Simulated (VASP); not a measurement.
Set up this calculation in VASP 6.6.1, as the native input.

| Quantity | Value |
| --- | --- |
| Task | relaxation of shape and atoms at fixed volume |
| Functional | PBE |
| Potentials or basis | VASP PAW PBE potentials, release 64 (Al) |
| Cutoff | 600 eV |
| k mesh | 22 × 22 × 12 |
| Occupations | gaussian, width 0.1 eV |
| Spin | no spin polarisation |
| Dipole correction | no |
| Further INCAR settings | ALGO = Fast; EDIFF = 1e-06; IBRION = 2; EDIFFG = -0.01; NSW = 50; ISIF = 4 |

The structure of Al lies in POSCAR:

```
Al
1.0
    1.4395335863     -2.4932991633      0.0000000000
    1.4395335863      2.4932991633      0.0000000000
    0.0000000000      0.0000000000      4.7747955318
Al
2
Direct
    0.3333280162      0.6666719838      0.7500000000
    0.6666719838      0.3333280162      0.2500000000
```

This cell differs from its parent crystal: volume scaled by 1.03.

The input as run:

INCAR

```
PREC = Accurate
ENCUT = 600
EDIFF = 1E-6
ISMEAR = 0
SIGMA = 0.1
LREAL = False
LASPH = True
NELM = 100
ALGO = Fast
ISIF = 4
LWAVE = False
LCHARG = False
GGA = PE
IBRION = 2
NSW = 50
EDIFFG = -0.01
```

KPOINTS

```
Automatic mesh
0
Gamma
  22 22 12
```

Potentials or basis: VASP PAW PBE potentials, release 64 (Al).

Launch:

```console
$ cat potpaw_PBE.64/Al/POTCAR > POTCAR
$ mpirun -np 1 vasp_std > vasp.out
```

Results of the run:

```yaml
Energy_gained_by_relaxing: 0.0 meV/atom
Ionic_steps: 2
Pressure_after_relaxing: -2.1 GPa
Band_gap_on_the_k_mesh: zero (band 3 reaches 11.61 eV, above the bottom of band 4 at 4.47 eV)
```

Run time: 72 s on 1 thread of Intel(R) Xeon(R) 6975P-C (Granite Rapids), with other jobs on the host, peak memory 0.36 GiB.
